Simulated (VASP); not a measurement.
Input of a VASP 6.6.1 run:

Contents of INCAR:

```
ALGO = Normal
EDIFF = 1E-6
ENCUT = 520
GGA = CA
ISIF = 2
ISMEAR = -1
LASPH = T
LCHARG = F
LREAL = F
LWAVE = F
NBANDS = 22
NELM = 60
PREC = Accurate
SIGMA = 0.1
```

Contents of KPOINTS:

```
k-points
0
Gamma
  9 9 12
```

File POSCAR:

```
Hf
1.0
    4.6553206937      0.0000000000      0.0000000000
   -2.3276603468      4.0316259835      0.0000000000
    0.0000000000      0.0000000000      2.9015692521
Hf
3
Direct
    1.0000000000      1.0000000000      1.0000000000
    0.3333333333      0.6666666667      0.5000000000
    0.6666666667      0.3333333333      0.5000000000
```

Potentials or basis: VASP PAW LDA potentials, release 64 (Hf_pv).

The run is started by

```bash
$ cat potpaw_LDA.64/Hf_pv/POTCAR > POTCAR
$ mpirun -np 1 vasp_std > vasp.out
```

Predict the band gap on the k mesh.

zero (band 15 reaches 6.70 eV, above the bottom of band 16 at 5.72 eV).

What does it give for the pressure?

19.8 GPa.

Stress tensor (GPa, compression positive):
```
19.62  0.00  0.00
 0.00 19.62  0.00
 0.00  0.00 20.17
```

Caveat: spin-orbit coupling is left out, which moves the levels of the heavy elements.
